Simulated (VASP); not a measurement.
# Ti (P6_3/mmc) in VASP: a series of runs

Runs on Ti. Level: LDA. Tasks: single point.

Everything below comes from runs of VASP 6.6.1. Logs are shortened: lines on timing, memory, paths and dates and some standing lists are left out, and cuts for length are marked.

## Step 1: The cell of the first run

The structure is hexagonal, space group P6_3/mmc (No. 194). The conventional cell has a = 2.864 Å, b = 2.864 Å, c = 4.540 Å, α = 90.00°, β = 90.00°, γ = 120.00°. Within 3.7 Å of Ti (site symmetry -6m2) lie 12 Ti at 2.81 to 2.86 Å.

## Step 2: Single point, LDA

INCAR reads:

```
SYSTEM = Ti
PREC = Accurate ; ENCUT = 520
EDIFF = 1E-7 ; ISMEAR = 1
SIGMA = 1.0 ; LREAL = .False.
LASPH = .True. ; NELM = 100
ALGO = Normal ; ISIF = 2
LWAVE = .False. ; LCHARG = .True.
GGA = CA ; LELF = .True.
LVHAR = .True. ; NBANDS = 19
```

KPOINTS reads:

```
regular mesh
0
Gamma
  13 13 7
  0 0 0
```

POSCAR reads:

```
Ti
1.0
    2.8638698861      0.0000000000      0.0000000000
   -1.4319349430      2.4801840745      0.0000000000
    0.0000000000      0.0000000000      4.5399943151
Ti
2
Direct
    0.3333333333      0.6666666667      0.2500000000
    0.6666666667      0.3333333333      0.7500000000
```

Potentials or basis: VASP PAW LDA potentials, release 64 (Ti_sv).

Command:

```
> cat potpaw_LDA.64/Ti_sv/POTCAR > POTCAR
> mpirun -np 1 vasp_std > vasp.out
```

OUTCAR:

```text
SYSTEM = Ti
   PREC = Accurate
   ENCUT = 520
   EDIFF = 1E-7
   ISMEAR = 1
   LREAL = .False.
   LASPH = .True.
   NELM = 100
   ISIF = 2
   GGA = CA

 ion  position               nearest neighbor table
   1  0.333  0.667  0.250-   2 2.81   2 2.81   2 2.81   2 2.81   2 2.81   2 2.81
   2  0.667  0.333  0.750-   1 2.81   1 2.81   1 2.81   1 2.81   1 2.81   1 2.81

  LATTYP: Found a hexagonal cell.
 ALAT       =     2.8638698861
 C/A-ratio  =     1.5852655657

  Lattice vectors:

 A1 = (   2.8638698861,   0.0000000000,   0.0000000000)
 A2 = (  -1.4319349430,   2.4801840745,   0.0000000000)
 A3 = (   0.0000000000,   0.0000000000,   4.5399943151)

Analysis of symmetry for initial positions (statically):
=====================================================================
 Subroutine PRICEL returns:
 Original cell was already a primitive cell.

 Routine SETGRP: Setting up the symmetry group for a
 hexagonal supercell.

 Subroutine GETGRP returns: Found 24 space group operations
 (whereof 12 operations were pure point group operations)
 out of a pool of 24 trial point group operations.

The static configuration has the point symmetry D_3d.
 The point group associated with its full space group is D_6h.

Analysis of symmetry for dynamics (positions and initial velocities):
=====================================================================
 Subroutine PRICEL returns:
 Original cell was already a primitive cell.

 Routine SETGRP: Setting up the symmetry group for a
 hexagonal supercell.

 Subroutine GETGRP returns: Found 24 space group operations
 (whereof 12 operations were pure point group operations)
 out of a pool of 24 trial point group operations.

The dynamic configuration has the point symmetry D_3d.
 The point group associated with its full space group is D_6h.

 Subroutine INISYM returns: Found 24 space group operations
 (whereof 12 operations are pure point group operations),
 and found     1 'primitive' translations

----------------------------------------------------------------------------------------

                                     Primitive cell

  volume of cell :      32.2472

  direct lattice vectors                    reciprocal lattice vectors
     2.863869886  0.000000000  0.000000000     0.349177875  0.201597940  0.000000000
    -1.431934943  2.480184074  0.000000000     0.000000000  0.403195880  0.000000000
     0.000000000  0.000000000  4.539994315     0.000000000  0.000000000  0.220264593

  length of vectors
     2.863869886  2.863869886  4.539994315     0.403195880  0.403195880  0.220264593

  position of ions in fractional coordinates (direct lattice)
     0.333333333  0.666666667  0.250000000
     0.666666667  0.333333333  0.750000000

  ion indices of the primitive-cell ions
   primitive index   ion index
                 1           1
                 2           2

----------------------------------------------------------------------------------------

 KPOINTS: regular mesh

Automatic generation of k-mesh.
 Grid dimensions read from file:
 generate k-points for:   13   13    7

 Generating k-lattice:

  Cartesian coordinates                     Fractional coordinates (reciprocal lattice)
     0.026859837  0.015507534  0.000000000     0.076923077  0.000000000  0.000000000
     0.000000000  0.031015068  0.000000000     0.000000000  0.076923077  0.000000000
     0.000000000  0.000000000  0.031466370     0.000000000  0.000000000  0.142857143

  Length of vectors
     0.031015068  0.031015068  0.031466370

  Shift w.r.t. Gamma in fractional coordinates (k-lattice)
     0.000000000  0.000000000  0.000000000

 Subroutine IBZKPT returns following result:
 ===========================================

 Found     84 irreducible k-points:

 Following reciprocal coordinates:
            Coordinates               Weight
  0.000000  0.000000  0.000000      1.000000
  0.076923  0.000000  0.000000      6.000000
  0.153846 -0.000000  0.000000      6.000000
  0.230769 -0.000000  0.000000      6.000000
  0.307692 -0.000000  0.000000      6.000000
  0.384615 -0.000000  0.000000      6.000000
[... 16 lines left out ...]
  0.076923  0.000000  0.142857     12.000000
  0.153846 -0.000000  0.142857     12.000000
 [... further k-points ...]
   k-points           NKPTS =     84   k-points in BZ     NKDIM =     84   number of bands    NBANDS=     19
   number of dos      NEDOS =    301   number of ions     NIONS =      2
   total plane-waves  NPLWV =  20736
   dimension x,y,z NGX =    24 NGY =   24 NGZ =   36
   dimension x,y,z NGXF=    48 NGYF=   48 NGZF=   72
   ions per type =               2
   NGX,Y,Z   is equivalent  to a cutoff of  13.93, 13.93, 13.18 a.u.
   NGXF,Y,Z  is equivalent  to a cutoff of  27.86, 27.86, 26.37 a.u.
 SYSTEM =  Ti
   PREC   = accura    normal or accurate (medium, high low for compatibility)
   ISTART =      0    job   : 0-new  1-cont  2-samecut
   ICHARG =      2    charge: 1-file 2-atom 10-const
   ISPIN  =      1    spin polarized calculation?
   LNONCOLLINEAR =      F non collinear calculations
   LSORBIT =      F    spin-orbit coupling
   LASPH  =      T    aspherical Exc in radial PAW
   ENCUT  =  520.0 eV  38.22 Ry    6.18 a.u.   5.32  5.32  8.44*2*pi/ulx,y,z
   NELM   =    100;   NELMIN=  2; NELMDL= -5     # of ELM steps
   EDIFF  = 0.1E-06   stopping-criterion for ELM
   LREAL  =      F    real-space projection
   EDIFFG = 0.1E-05   stopping-criterion for IOM
   NSW    =      0    number of steps for IOM
   IBRION =     -1    ionic relax: 0-MD 1-quasi-New 2-CG
   NFREE  =      0    steps in history (QN), initial steepest desc. (CG)
   ISIF   =      2    stress and relaxation
   ISYM   =      2    0-nonsym 1-usesym 2-fastsym
   POTIM  = 0.5000    time-step for ionic-motion
   TEBEG  =    0.0;   TEEND  =   0.0 temperature during run
   PSTRESS=    0.0 pullay stress
   NELECT =      24.0000    total number of electrons
   NUPDOWN=      -1.0000    fix difference up-down
   EMIN   =  10.00;   EMAX   =-10.00  energy-range for DOS
   EFERMI =   0.00;   METHOD = LEGACY
   ISMEAR =     1;   SIGMA  =   1.00  broadening in eV -4-tet -1-fermi 0-gaus
   EFERMI_NEDOS =   21; number of points for ismear=-14 and -15
   IALGO  =     38    algorithm
   IMIX   =      4    mixing-type and parameters
     AMIX     =   0.40;   BMIX     =  1.00
     AMIX_MAG =   1.60;   BMIX_MAG =  1.00
  volume/ion in A,a.u.               =      16.12       108.81
  Fermi-wavevector in a.u.,A,eV,Ry     =   1.483592  2.803582 29.947028  2.201044
  Thomas-Fermi vector in A             =   2.597234
   LORBIT       =      0    0 simple, 1 ext, 2 COOP (PROOUT), +10 PAW based schemes
   GGA     = CA    functional components
   LHFCALC =     F    Hartree Fock is set to
   AEXX    =    0.0000 exact exchange contribution
   IVDW    =     0    specifies the selected vdW correction
   LEPSILON=     F    determine dielectric tensor
   LRPA    =     F    only Hartree local field effects (RPA)
 non-spin polarized calculation
 Methfessel and Paxton  Order N= 1 SIGMA  =   1.00
  energy-cutoff  :      520.00
  volume of cell :       32.25
 maximum number of plane-waves:       883
 NGX is ok and might be reduce to    24
   NGX = 11   NGY = 11   NGZ = 17

 number of electron      24.0000004 magnetization

 Free energy of the ion-electron system (eV)
  ---------------------------------------------------
  ext. energy  EPLUGINS =         0.00000000
  ---------------------------------------------------
  free energy    TOTEN  =       -17.03145648 eV

  energy without entropy =      -17.09935543  energy(sigma->0) =      -17.05408947

 E-fermi :   8.8273     XC(G=0): -12.1443

 val. band max:        8.8129608049   @ k =   0.3077   0.3077   0.4286
 cond. band min:       8.8293259670   @ k =   0.0769   0.0000   0.2857
 fundamental gap:      0.0163651620
 Fermi energy:         8.8272638946

 k-point     1 :       0.0000    0.0000    0.0000
  band No.  band energies     occupation
      1     -47.1408      2.00000
      2     -46.9467      2.00000
      3     -24.1818      2.00000
      4     -23.4002      2.00000
      5     -23.4002      2.00000
      6     -23.2713      2.00000
[... 11 lines left out ...]
     18      10.6354     -0.02824
     19      12.3380     -0.00001

 k-point     2 :       0.0769    0.0000    0.0000
  band No.  band energies     occupation
      1     -47.1325      2.00000
      2     -46.9434      2.00000
      3     -24.1648      2.00000
      4     -23.4356      2.00000
      5     -23.4120      2.00000
      6     -23.3081      2.00000
[... 11 lines left out ...]
     18      10.5323     -0.03665
     19      12.3941     -0.00001

 k-point     3 :       0.1538   -0.0000    0.0000
  band No.  band energies     occupation
      1     -47.1090      2.00000
      2     -46.9345      2.00000
      3     -24.1156      2.00000
      4     -23.5342      2.00000
      5     -23.4436      2.00000
      6     -23.4080      2.00000
[... 11 lines left out ...]
     18      10.6710     -0.02561
     19      12.5169     -0.00000

 k-point     4 :       0.2308   -0.0000    0.0000
  band No.  band energies     occupation
      1     -47.0746      2.00000
      2     -46.9231      2.00000
      3     -24.0405      2.00000
      4     -23.6743      2.00000
      5     -23.5440      2.00000
      6     -23.4863      2.00000
[... 11 lines left out ...]
     18      11.1745     -0.00446
     19      12.6392     -0.00000

 k-point     5 :       0.3077   -0.0000    0.0000
  band No.  band energies     occupation
      1     -47.0356      2.00000
      2     -46.9134      2.00000
      3     -23.9491      2.00000
      4     -23.8240      2.00000
      5     -23.6827      2.00000
      6     -23.5299      2.00000
[... 11 lines left out ...]
     18      11.7669     -0.00026
     19      12.7298     -0.00000
[... 334 lines left out ...]
      2     -46.9199      2.00000
      3     -23.9132      2.00000
      4     -23.7851      2.00000
      5     -23.7377      2.00000
      6     -23.6640      2.00000
[... 11 lines left out ...]
     18      12.5054     -0.00000
     19      14.9525     -0.00000

 k-point    22 :       0.0000    0.0000    0.1429
  band No.  band energies     occupation
      1     -47.1313      2.00000
      2     -46.9565      2.00000
      3     -24.1379      2.00000
      4     -23.3939      2.00000
      5     -23.3939      2.00000
      6     -23.3026      2.00000
[... 11 lines left out ...]
     18      10.8395     -0.01537
     19      12.3480     -0.00001

 k-point    23 :       0.0769    0.0000    0.1429
  band No.  band energies     occupation
      1     -47.1233      2.00000
      2     -46.9529      2.00000
      3     -24.1231      2.00000
      4     -23.4282      2.00000
      5     -23.4053      2.00000
      6     -23.3412      2.00000
[... 11 lines left out ...]
     18      10.7950     -0.01772
     19      12.3934     -0.00001

 k-point    24 :       0.1538   -0.0000    0.1429
  band No.  band energies     occupation
      1     -47.1005      2.00000
      2     -46.9433      2.00000
      3     -24.0813      2.00000
      4     -23.5236      2.00000
      5     -23.4407      2.00000
      6     -23.4360      2.00000
[... 11 lines left out ...]
     18      10.8278     -0.01596
     19      12.4915     -0.00000

 [... further k-points ...]
[... 5 lines left out ...]
  --------------------------------------------------------------------------------------
  -------------------------------------------------------------------------------------
  Total       -0.1749668     -0.1749668      0.0119347     -0.0000000      0.0000000      0.0000000
  in kB       -8.6930816     -8.6930816      0.5929644     -0.0000000      0.0000000      0.0000000
  external PRESSURE =      -5.5977329 kB  Pullay stress =       0.0000000 kB

 VOLUME and BASIS-vectors are now :
 -----------------------------------------------------------------------------
  energy-cutoff  :      520.00
  volume of cell :       32.25
      direct lattice vectors                 reciprocal lattice vectors
     2.863869886  0.000000000  0.000000000     0.349177875  0.201597940  0.000000000
    -1.431934943  2.480184074  0.000000000     0.000000000  0.403195880  0.000000000
     0.000000000  0.000000000  4.539994315     0.000000000  0.000000000  0.220264593

 POSITION                                       TOTAL-FORCE (eV/Angst)
 -----------------------------------------------------------------------------------
     -0.00000      1.65346      1.13500         0.000000     -0.000000      0.000000
      1.43193      0.82673      3.40500         0.000000      0.000000      0.000000
 -----------------------------------------------------------------------------------
    total drift:                               -0.000000      0.000000     -0.000000

  FREE ENERGIE OF THE ION-ELECTRON SYSTEM (eV)
  ---------------------------------------------------
  free  energy   TOTEN  =       -17.0314564841 eV

  energy  without entropy=      -17.0993554316  energy(sigma->0) =      -17.05408947
```

Wall time 53 s (1 thread of AMD EPYC 7R43 (Zen 3), shared host); peak memory 0.13 GiB.

What came out:

- Free energy: -17.0315 eV
- Pressure: -0.6 GPa
- Band gap on the k mesh: zero (band 12 reaches 9.67 eV, above the bottom of band 13 at 8.58 eV)

Levels at points of the mesh, in eV from the Fermi level:
| k point | band 10 | band 11 | band 12 | band 13 | band 14 | band 15 |
| --- | --- | --- | --- | --- | --- | --- |
| (0.00, 0.00, 0.00) | -2.79 | 0.84 | 0.84 | 1.01 | 1.18 | 1.39 |

## Step 3: Single point, LDA

INCAR reads:

```
SYSTEM = Ti
PREC = Accurate
ENCUT = 520
EDIFF = 1E-6
ISMEAR = -1
SIGMA = 0.1
LREAL = .False.
LASPH = .True.
NELM = 100
ALGO = Normal
ISIF = 2
LWAVE = .False.
LCHARG = .True.
GGA = CA
LELF = .True.
LVHAR = .True.
NBANDS = 19
```

KPOINTS reads:

```
Automatic mesh
0
Gamma
  13 13 8
  0 0 0
```

POSCAR is that of step 2.

Potentials or basis: VASP PAW LDA potentials, release 64 (Ti_sv).

Command:

```
> cat potpaw_LDA.64/Ti_sv/POTCAR > POTCAR
> mpirun -np 1 vasp_std > vasp.out
```

It took 56 s on 1 thread of AMD EPYC 7R43 (Zen 3), shared host; peak memory 0.14 GiB.

Results (log left out):

```
Free energy            : -17.1349 eV
Pressure               : -0.1 GPa
Band gap on the k mesh : zero (band 12 reaches 9.68 eV, above the bottom of band 13 at 8.68 eV)
```

Levels at points of the mesh, in eV from the Fermi level:
```tsv
k point	band 8	band 9	band 10	band 11	band 12	band 13	band 14	band 15	band 16	band 17
(0.00, 0.00, 0.00)	-32.14	-6.26	-2.84	0.81	0.81	0.95	1.12	1.36	1.36	1.75
(0.00, 0.00, 0.50)	-32.20	-4.31	-4.31	0.11	0.11	0.70	0.70	0.70	0.70	3.06
```

## Step 4: Single point, LDA

INCAR reads:

```
  PREC = Accurate
  ENCUT = 520
  EDIFF = 1E-6
  ISMEAR = -1
  SIGMA = 0.1
  LREAL = False
  LASPH = True
  NELM = 100
  ALGO = Normal
  ISIF = 2
  LWAVE = False
  LCHARG = False
  NBANDS = 19
```

KPOINTS reads:

```
regular mesh
0
Gamma
  18 18 10
```

POSCAR is that of step 3.

Command:

```
> cat potpaw_LDA.64/Ti_sv/POTCAR > POTCAR
> mpirun -np 1 vasp_std > vasp.out
```

It took 1.9 min on 1 thread of AMD EPYC 7R43 (Zen 3), shared host; peak memory 0.19 GiB.

The run converged. Its results:

```yaml
Free_energy: -17.1351 eV
Pressure: -0.1 GPa
Band_gap_on_the_k_mesh: zero (band 12 reaches 9.75 eV, above the bottom of band 13 at 8.60 eV)
```

Levels at points of the mesh, in eV from the Fermi level:
```tsv
k point	band 8	band 9	band 10	band 11	band 12	band 13	band 14	band 15	band 16	band 17
(0.00, 0.00, 0.00)	-32.14	-6.26	-2.84	0.81	0.81	0.95	1.13	1.36	1.36	1.75
(0.50, 0.00, 0.00)	-32.23	-2.39	-2.36	-2.02	-0.43	0.48	0.71	1.30	3.68	3.93
(0.00, 0.00, 0.50)	-32.20	-4.31	-4.31	0.11	0.11	0.70	0.70	0.70	0.70	3.06
(0.50, 0.00, 0.50)	-32.34	-2.72	-2.72	-0.89	-0.89	1.64	1.64	1.87	1.87	3.83
```

(Part 1 of 2 ends here.)
